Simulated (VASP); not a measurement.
# TiSe2 (P-3m1) in VASP: notebook

TiSe2 is run at these levels: LDA; tasks: single point, relaxation of cell and atoms.

All numbers are computed with VASP 6.6.1; they aren't measurements. Logs are shortened: lines on timing, memory, paths and dates and some standing lists are left out, and cuts for length are marked.

## Step 1: The cell of the first run

The structure is trigonal, space group P-3m1 (No. 164). Conventional cell: a = 3.438 Å, b = 3.438 Å, c = 5.808 Å, α = 90.00°, β = 90.00°, γ = 120.00°. Ti (site symmetry -3m) has 6 Se at 2.51 Å within 3.3 Å. Within 3.3 Å of Se (site symmetry 3m) lie 3 Ti at 2.51 Å.

## Step 2: Single point, LDA

Input file INCAR:

```
ALGO = Normal
EDIFF = 1E-6
ENCUT = 500
GGA_COMPAT = False
ISIF = 2
ISMEAR = -1
LASPH = True
LCHARG = False
LREAL = False
LWAVE = False
NBANDS = 19
NELM = 120
PREC = Accurate
SIGMA = 0.03
```

Input file KPOINTS:

```
k-points
0
Gamma
  16 16 8
```

Input file POSCAR:

```
TiSe2
1.0
    3.4375072340      0.0000000000      0.0000000000
   -1.7187536170      2.9769685903      0.0000000000
    0.0000000000      0.0000000000      5.8084694486
Ti Se
1 2
Direct
    0.0000000000      0.0000000000      0.0000000000
    0.3333333333      0.6666666667      0.2648661663
    0.6666666667      0.3333333333     -0.2648661663
```

Potentials or basis: VASP PAW LDA potentials, release 64 (Ti_sv, Se).

Run with:

```
$ cat potpaw_LDA.64/Ti_sv/POTCAR potpaw_LDA.64/Se/POTCAR > POTCAR
$ mpirun -np 1 vasp_std > vasp.out
```

OUTCAR:

```text
EDIFF = 1E-6
   ENCUT = 500
   ISIF = 2
   ISMEAR = -1
   LASPH = True
   LREAL = False
   NELM = 120
   PREC = Accurate

 ion  position               nearest neighbor table
   1  0.000  0.000  0.000-   2 2.51   3 2.51   2 2.51   3 2.51   3 2.51   2 2.51
   2  0.333  0.667  0.265-   1 2.51   1 2.51   1 2.51
   3  0.667  0.333  0.735-   1 2.51   1 2.51   1 2.51

  LATTYP: Found a hexagonal cell.
 ALAT       =     3.4375072340
 C/A-ratio  =     1.6897330109

  Lattice vectors:

 A1 = (   3.4375072340,   0.0000000000,   0.0000000000)
 A2 = (  -1.7187536170,   2.9769685903,   0.0000000000)
 A3 = (   0.0000000000,   0.0000000000,   5.8084694486)

Analysis of symmetry for initial positions (statically):
=====================================================================
 Subroutine PRICEL returns:
 Original cell was already a primitive cell.

 Routine SETGRP: Setting up the symmetry group for a
 hexagonal supercell.

 Subroutine GETGRP returns: Found 12 space group operations
 (whereof 12 operations were pure point group operations)
 out of a pool of 24 trial point group operations.

The static configuration has the point symmetry D_3d.

Analysis of symmetry for dynamics (positions and initial velocities):
=====================================================================
 Subroutine PRICEL returns:
 Original cell was already a primitive cell.

 Routine SETGRP: Setting up the symmetry group for a
 hexagonal supercell.

 Subroutine GETGRP returns: Found 12 space group operations
 (whereof 12 operations were pure point group operations)
 out of a pool of 24 trial point group operations.

The dynamic configuration has the point symmetry D_3d.

 Subroutine INISYM returns: Found 12 space group operations
 (whereof 12 operations are pure point group operations),
 and found     1 'primitive' translations

----------------------------------------------------------------------------------------

                                     Primitive cell

  volume of cell :      59.4401

  direct lattice vectors                    reciprocal lattice vectors
     3.437507234  0.000000000  0.000000000     0.290908479  0.167956088  0.000000000
    -1.718753617  2.976968590  0.000000000     0.000000000  0.335912177  0.000000000
     0.000000000  0.000000000  5.808469449     0.000000000  0.000000000  0.172162393

  length of vectors
     3.437507234  3.437507234  5.808469449     0.335912177  0.335912177  0.172162393

  position of ions in fractional coordinates (direct lattice)
     0.000000000  0.000000000  0.000000000
     0.333333333  0.666666667  0.264866166
     0.666666667  0.333333333  0.735133834

  ion indices of the primitive-cell ions
   primitive index   ion index
                 1           1
                 2           2
                 3           3

----------------------------------------------------------------------------------------

 KPOINTS: k-points

Automatic generation of k-mesh.
 Grid dimensions read from file:
 generate k-points for:   16   16    8

 Generating k-lattice:

  Cartesian coordinates                     Fractional coordinates (reciprocal lattice)
     0.018181780  0.010497256  0.000000000     0.062500000 -0.000000000  0.000000000
     0.000000000  0.020994511  0.000000000     0.000000000  0.062500000  0.000000000
     0.000000000  0.000000000  0.021520299     0.000000000  0.000000000  0.125000000

  Length of vectors
     0.020994511  0.020994511  0.021520299

  Shift w.r.t. Gamma in fractional coordinates (k-lattice)
     0.000000000  0.000000000  0.000000000

 Subroutine IBZKPT returns following result:
 ===========================================

 Found    213 irreducible k-points:

 Following reciprocal coordinates:
            Coordinates               Weight
  0.000000  0.000000  0.000000      1.000000
  0.062500  0.000000  0.000000      6.000000
  0.125000  0.000000  0.000000      6.000000
  0.187500  0.000000  0.000000      6.000000
  0.250000  0.000000  0.000000      6.000000
  0.312500  0.000000  0.000000      6.000000
[... 16 lines left out ...]
  0.187500  0.187500  0.000000      6.000000
  0.250000  0.187500  0.000000     12.000000
 [... further k-points ...]
   k-points           NKPTS =    213   k-points in BZ     NKDIM =    213   number of bands    NBANDS=     19
   number of dos      NEDOS =    301   number of ions     NIONS =      3
   total plane-waves  NPLWV =  32928
   dimension x,y,z NGX =    28 NGY =   28 NGZ =   42
   dimension x,y,z NGXF=    56 NGYF=   56 NGZF=   84
   ions per type =               1   2
   NGX,Y,Z   is equivalent  to a cutoff of  13.54, 13.54, 12.02 a.u.
   NGXF,Y,Z  is equivalent  to a cutoff of  27.08, 27.08, 24.04 a.u.
 SYSTEM =  unknown system
   PREC   = accura    normal or accurate (medium, high low for compatibility)
   ISTART =      0    job   : 0-new  1-cont  2-samecut
   ICHARG =      2    charge: 1-file 2-atom 10-const
   ISPIN  =      1    spin polarized calculation?
   LNONCOLLINEAR =      F non collinear calculations
   LSORBIT =      F    spin-orbit coupling
   LASPH  =      T    aspherical Exc in radial PAW
   ENCUT  =  500.0 eV  36.75 Ry    6.06 a.u.   6.27  6.27 10.59*2*pi/ulx,y,z
   NELM   =    120;   NELMIN=  2; NELMDL= -5     # of ELM steps
   EDIFF  = 0.1E-05   stopping-criterion for ELM
   LREAL  =      F    real-space projection
   EDIFFG = 0.1E-04   stopping-criterion for IOM
   NSW    =      0    number of steps for IOM
   IBRION =     -1    ionic relax: 0-MD 1-quasi-New 2-CG
   NFREE  =      0    steps in history (QN), initial steepest desc. (CG)
   ISIF   =      2    stress and relaxation
   ISYM   =      2    0-nonsym 1-usesym 2-fastsym
   POTIM  = 0.5000    time-step for ionic-motion
   TEBEG  =    0.0;   TEEND  =   0.0 temperature during run
   PSTRESS=    0.0 pullay stress
   NELECT =      24.0000    total number of electrons
   NUPDOWN=      -1.0000    fix difference up-down
   EMIN   =  10.00;   EMAX   =-10.00  energy-range for DOS
   EFERMI =   0.00;   METHOD = LEGACY
   ISMEAR =    -1;   SIGMA  =   0.03  broadening in eV -4-tet -1-fermi 0-gaus
   EFERMI_NEDOS =   21; number of points for ismear=-14 and -15
   IALGO  =     38    algorithm
   IMIX   =      4    mixing-type and parameters
     AMIX     =   0.40;   BMIX     =  1.00
     AMIX_MAG =   1.60;   BMIX_MAG =  1.00
  volume/ion in A,a.u.               =      19.81       133.71
  Fermi-wavevector in a.u.,A,eV,Ry     =   1.210000  2.286569 19.920291  1.464100
  Thomas-Fermi vector in A             =   2.345560
   LORBIT       =      0    0 simple, 1 ext, 2 COOP (PROOUT), +10 PAW based schemes
   GGA     = CA    functional components
   LHFCALC =     F    Hartree Fock is set to
   AEXX    =    0.0000 exact exchange contribution
   IVDW    =     0    specifies the selected vdW correction
   LEPSILON=     F    determine dielectric tensor
   LRPA    =     F    only Hartree local field effects (RPA)
 non-spin polarized calculation
  energy-cutoff  :      500.00
  volume of cell :       59.44
 maximum number of plane-waves:      1533
 NGX is ok and might be reduce to    28
   NGX = 13   NGY = 13   NGZ = 21

 number of electron      23.9999999 magnetization

 Free energy of the ion-electron system (eV)
  ---------------------------------------------------
  ext. energy  EPLUGINS =         0.00000000
  ---------------------------------------------------
  free energy    TOTEN  =       -20.33722277 eV

  energy without entropy =      -20.33407962  energy(sigma->0) =      -20.33565120

 E-fermi :   5.6860     XC(G=0): -10.7399

 val. band max:        5.6807101390   @ k =  -0.0625   0.4375   0.3750
 cond. band min:       5.6925280194   @ k =   0.0000   0.4375   0.1250
 fundamental gap:      0.0118178804
 Fermi energy:         5.6859900337

 k-point     1 :       0.0000    0.0000    0.0000
  band No.  band energies     occupation
      1     -50.9841      2.00000
      2     -27.6279      2.00000
      3     -27.5965      2.00000
      4     -27.5965      2.00000
      5      -8.6960      2.00000
      6      -6.9760      2.00000
[... 11 lines left out ...]
     18      11.4693      0.00000
     19      12.0275      0.00000

 k-point     2 :       0.0625    0.0000    0.0000
  band No.  band energies     occupation
      1     -50.9837      2.00000
      2     -27.6268      2.00000
      3     -27.6014      2.00000
      4     -27.5976      2.00000
      5      -8.6478      2.00000
      6      -6.9594      2.00000
[... 11 lines left out ...]
     18      11.8467      0.00000
     19      12.3093      0.00000

 k-point     3 :       0.1250    0.0000    0.0000
  band No.  band energies     occupation
      1     -50.9823      2.00000
      2     -27.6237      2.00000
      3     -27.6155      2.00000
      4     -27.6007      2.00000
      5      -8.5060      2.00000
      6      -6.9121      2.00000
[... 11 lines left out ...]
     18      12.5688      0.00000
     19      12.9903      0.00000

 k-point     4 :       0.1875    0.0000    0.0000
  band No.  band energies     occupation
      1     -50.9804      2.00000
      2     -27.6366      2.00000
      3     -27.6188      2.00000
      4     -27.6054      2.00000
      5      -8.2798      2.00000
      6      -6.8411      2.00000
[... 11 lines left out ...]
     18      12.9935      0.00000
     19      13.6121      0.00000

 k-point     5 :       0.2500    0.0000    0.0000
  band No.  band energies     occupation
      1     -50.9780      2.00000
      2     -27.6612      2.00000
      3     -27.6132      2.00000
      4     -27.6110      2.00000
      5      -7.9856      2.00000
      6      -6.7589      2.00000
[... 11 lines left out ...]
     18      12.9047      0.00000
     19      13.6590      0.00000
[... 334 lines left out ...]
      2     -27.7147      2.00000
      3     -27.6359      2.00000
      4     -27.5985      2.00000
      5      -6.9427      2.00000
      6      -6.6293      2.00000
[... 11 lines left out ...]
     18      12.4765      0.00000
     19      13.2773      0.00000

 k-point    22 :       0.4375    0.1250    0.0000
  band No.  band energies     occupation
      1     -50.9715      2.00000
      2     -27.7186      2.00000
      3     -27.6374      2.00000
      4     -27.5975      2.00000
      5      -6.7781      2.00000
      6      -6.6962      2.00000
[... 11 lines left out ...]
     18      12.3991      0.00000
     19      13.2001      0.00000

 k-point    23 :       0.1875    0.1875    0.0000
  band No.  band energies     occupation
      1     -50.9752      2.00000
      2     -27.6818      2.00000
      3     -27.6276      2.00000
      4     -27.6061      2.00000
      5      -7.5774      2.00000
      6      -6.6575      2.00000
[... 11 lines left out ...]
     18      13.2556      0.00000
     19      14.3587      0.00000

 k-point    24 :       0.2500    0.1875    0.0000
  band No.  band energies     occupation
      1     -50.9733      2.00000
      2     -27.6954      2.00000
      3     -27.6375      2.00000
      4     -27.6018      2.00000
      5      -7.2713      2.00000
      6      -6.6036      2.00000
[... 11 lines left out ...]
     18      12.5345      0.00000
     19      14.2994      0.00000

 [... further k-points ...]
[... 5 lines left out ...]
  --------------------------------------------------------------------------------------
  -------------------------------------------------------------------------------------
  Total        0.0887934      0.0887934      0.1032023     -0.0000000     -0.0000000      0.0000000
  in kB        2.3933797      2.3933797      2.7817639     -0.0000000     -0.0000000      0.0000000
  external PRESSURE =       2.5228411 kB  Pullay stress =       0.0000000 kB

 VOLUME and BASIS-vectors are now :
 -----------------------------------------------------------------------------
  energy-cutoff  :      500.00
  volume of cell :       59.44
      direct lattice vectors                 reciprocal lattice vectors
     3.437507234  0.000000000  0.000000000     0.290908479  0.167956088  0.000000000
    -1.718753617  2.976968590  0.000000000     0.000000000  0.335912177  0.000000000
     0.000000000  0.000000000  5.808469449     0.000000000  0.000000000  0.172162393

 POSITION                                       TOTAL-FORCE (eV/Angst)
 -----------------------------------------------------------------------------------
      0.00000      0.00000      0.00000         0.000000      0.000000      0.000000
     -0.00000      1.98465      1.53847        -0.000000     -0.000000      0.039043
      1.71875      0.99232      4.27000         0.000000      0.000000     -0.039043
 -----------------------------------------------------------------------------------
    total drift:                                0.000000      0.000000      0.000000

  FREE ENERGIE OF THE ION-ELECTRON SYSTEM (eV)
  ---------------------------------------------------
  free  energy   TOTEN  =       -20.3372227668 eV

  energy  without entropy=      -20.3340796237  energy(sigma->0) =      -20.33565120
```

Wall time 2.2 min (1 thread of Intel Xeon 6975P-C (Granite Rapids), shared host); peak memory 0.33 GiB.

Results:

* Free energy: -20.3372 eV
* Pressure: 0.3 GPa
* Largest force: 0.039 eV/Å
* Band gap on the k mesh: zero (band 12 reaches 6.22 eV, above the bottom of band 13 at 5.37 eV)

Forces on the atoms (eV/Å):
```
Ti   0.000  0.000  0.000
Se   0.000  0.000  0.039
Se   0.000  0.000 -0.039
```

## Step 3: Relaxation of cell and atoms, LDA

This run uses another cell than the first one, of 21.73 Å³/atom, 1.097 times its volume.

Input file INCAR:

```
SYSTEM = TiSe2
PREC = Accurate ; ENCUT = 500
EDIFF = 1E-7 ; ISMEAR = -1
SIGMA = 0.03 ; LREAL = .False.
LASPH = .True. ; NELM = 120
ALGO = Normal ; ISIF = 3
LWAVE = .False. ; LCHARG = .False.
GGA = CA ; IBRION = 2
NSW = 80 ; EDIFFG = -0.002
GGA_COMPAT = .False. ; NELMIN = 4
```

Input file KPOINTS:

```
Automatic mesh
0
Gamma
  16 16 8
  0 0 0
```

Input file POSCAR:

```
TiSe2
1.0
    3.5400000000      0.0000000000      0.0000000000
   -1.7700000000      3.0657299294      0.0000000000
    0.0000000000      0.0000000000      6.0080000000
Ti Se
1 2
Direct
    0.0000000000      0.0000000000      0.0000000000
    0.3333333333      0.6666666667      0.2550000000
    0.6666666667      0.3333333333     -0.2550000000
```

Potentials or basis: VASP PAW LDA potentials, release 64 (Ti_sv, Se).

Run with:

```
$ cat potpaw_LDA.64/Ti_sv/POTCAR potpaw_LDA.64/Se/POTCAR > POTCAR
$ mpirun -np 1 vasp_std > vasp.out
```

Wall time 18 min (1 thread of Intel Xeon 6975P-C (Granite Rapids), shared host); peak memory 0.38 GiB.

The run converged. Its results:

| Item | Value |
| --- | --- |
| Free energy | -20.3382 eV |
| Relaxed volume | 19.84 Å³/atom |
| Relaxed cell | a = 3.440 Å, b = 3.440 Å, c = 5.810 Å, α = 90.00°, β = 90.00°, γ = 120.00° |
| Space group after relaxing (to 0.05 Å) | P-3m1 (No. 164) |
| Energy gained by relaxing | 24.3 meV/atom |
| Ionic steps | 13 |
| Pressure after relaxing | 0.0 GPa |
| Band gap on the k mesh | zero (band 12 reaches 6.20 eV, above the bottom of band 13 at 5.35 eV) |

Step by step:
```
step  energy change (eV)  largest force (eV/Å)  pressure (GPa)  volume (Å³)
   1              0.0000                0.2579           -4.67        65.20
   2             -0.0117                0.8752            4.56        59.40
   3             -0.0515                0.3120           -0.16        62.01
   4             -0.0607                0.2092           -0.17        61.51
   5             -0.0653                0.0680           -0.16        60.85
   6             -0.0677                0.0718           -0.03        60.53
   7             -0.0719                0.0779            0.44        59.59
   8             -0.0721                0.0769            0.61        59.27
   9             -0.0727                0.0387           -0.15        59.47
  10             -0.0728                0.0054            0.07        59.41
  11             -0.0728                0.0037            0.08        59.41
  12             -0.0729                0.0031            0.05        59.45
  13             -0.0729                0.0019            0.00        59.53
```

Final structure:
```yaml
crystal:
  lattice:
    - [3.43970, 0.00000, 0.00000]
    - [-1.71985, 2.97887, 0.00000]
    - [0.00000, 0.00000, 5.80966]
  atoms:
    - { symbol: Ti, position: [0.00000, 0.00000, 0.00000] }
    - { symbol: Se, position: [0.33333, 0.66667, 0.26525] }
    - { symbol: Se, position: [0.66667, 0.33333, 0.73475] }
```

Levels at points of the mesh, in eV from the Fermi level:
```
           k point  band 10  band 11  band 12  band 13  band 14  band 15
(0.00, 0.00, 0.00)     0.46     0.53     0.53     0.55     0.74     0.74
(0.50, 0.00, 0.00)    -2.93    -2.25    -1.38     0.04     1.56     1.99
(0.00, 0.00, 0.50)    -2.16     0.40     0.40     0.51     0.51     1.36
(0.50, 0.00, 0.50)    -2.57    -1.06    -0.77    -0.32     1.55     1.96
```
